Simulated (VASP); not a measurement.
Here is a VASP 6.6.1 calculation.

The input INCAR:

```
SYSTEM = MoS2
PREC     = Accurate       ! precision mode
ENCUT    = 520            ! plane-wave cutoff, eV
EDIFF    = 1E-8           ! SCF threshold, eV
ISMEAR   = 0              ! smearing method
SIGMA    = 0.01           ! smearing width, eV
LREAL    = .False.        ! projectors in reciprocal space
LASPH    = .True.         ! aspherical terms in the spheres
NELM     = 60             ! most SCF steps
ALGO     = Normal         ! electronic algorithm
ISIF     = 2              ! what is computed and relaxed
LWAVE    = .False.        ! write WAVECAR
LCHARG   = .False.        ! write CHGCAR
GGA      = PE             ! functional
IVDW     = 12             ! dispersion correction
LEPSILON = .True.         ! dielectric tensor by DFPT
```

File KPOINTS:

```
regular mesh
0
Gamma
  8 8 2
  0 0 0
```

Contents of POSCAR:

```
MoS2
1.0
    3.1612766259      0.0000000000      0.0000000000
   -1.5806383129      2.7377458664      0.0000000000
    0.0000000000      0.0000000000     12.3842915501
Mo S
2 4
Direct
    0.3333333333      0.6666666667      0.2500000000
    0.6666666667      0.3333333333      0.7500000000
    0.3333333333      0.6666666667      0.6236241647
    0.6666666667      0.3333333333      0.1236241647
    0.3333333333      0.6666666667      0.8763758353
    0.6666666667      0.3333333333      0.3763758353
```

Potentials or basis: VASP PAW PBE potentials, release 64 (Mo_sv, S).

Run with:

```sh
$ cat potpaw_PBE.64/Mo_sv/POTCAR potpaw_PBE.64/S/POTCAR > POTCAR
$ mpirun -np 1 vasp_std > vasp.out
```

What does it give for the electronic dielectric tensor (diagonal)?

15.18, 15.18, 6.34.

Estimate the Born charges (mean of the diagonal).

Mo -0.85; S +0.43 e.

What does it give for the band gap on the k mesh?

1.03 eV, indirect (least direct gap 1.96 eV).

Born effective charge tensors (e):
atom 1, Mo
```
-0.99  0.00  0.00
 0.00 -0.99  0.00
 0.00  0.00 -0.58
```
atom 2, Mo
```
-0.99  0.00  0.00
 0.00 -0.99  0.00
 0.00  0.00 -0.58
```
atom 3, S
```
0.49 0.00 0.00
0.00 0.49 0.00
0.00 0.00 0.29
```
atom 4, S
```
0.49 0.00 0.00
0.00 0.49 0.00
0.00 0.00 0.29
```
atom 5, S
```
0.49 0.00 0.00
0.00 0.49 0.00
0.00 0.00 0.29
```
atom 6, S
```
0.49 0.00 0.00
0.00 0.49 0.00
0.00 0.00 0.29
```

A k mesh can miss the band edges.
